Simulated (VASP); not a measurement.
Here is a VASP 6.6.1 calculation.

The input INCAR:

```
SYSTEM = Mo6H
PREC = Accurate
ENCUT = 520
EDIFF = 1E-6
ISMEAR = 0
SIGMA = 0.1
LREAL = .FALSE.
LASPH = .TRUE.
NELM = 80
ALGO = Normal
ISIF = 2
LWAVE = .FALSE.
LCHARG = .FALSE.
LDIPOL = .TRUE.
IDIPOL = 3
DIPOL = 0.5 0.5 0.337
GGA = PE
NBANDS = 52
```

Contents of KPOINTS:

```
regular mesh
0
G
  6 6 1
  0 0 0
```

POSCAR

```
Mo6H
1.0
    4.4695765307      0.0000000000      0.0000000000
   -2.2347882654      3.8707668198      0.0000000000
    0.0000000000      0.0000000000     19.7595667350
Mo H
6 1
Direct
    0.6666666667      0.3333333333      0.2024335884
    0.3333333333      0.6666666667      0.2486060831
    0.0000000000      0.0000000000      0.2947785777
    0.6666666667      0.3333333333      0.3368821116
    0.3333333333      0.6666666667      0.3779725564
    0.0000000000      0.0000000000      0.4180034333
    0.8888888889      0.2222222222      0.4790400954
```

Potentials or basis: VASP PAW PBE potentials, release 64 (Mo_sv, H).

Run with:

```sh
$ cat potpaw_PBE.64/Mo_sv/POTCAR potpaw_PBE.64/H/POTCAR > POTCAR
$ mpirun -np 1 vasp_std > vasp.out
```

Task: What does it give for the band gap on the k mesh?

Result: Zero (an odd number of electrons rules out a gap without spin polarisation).

Task: Predict the largest force.

Result: 1.845 eV/Å.

Forces on the atoms (eV/Å):
```
Mo   0.020 -0.033  1.845
Mo   0.017 -0.004 -0.392
Mo  -0.240  0.071 -1.823
Mo   0.067 -0.051 -0.714
Mo   0.292 -0.406  0.467
Mo  -0.145  0.089  0.637
H   -0.010  0.334 -0.020
```
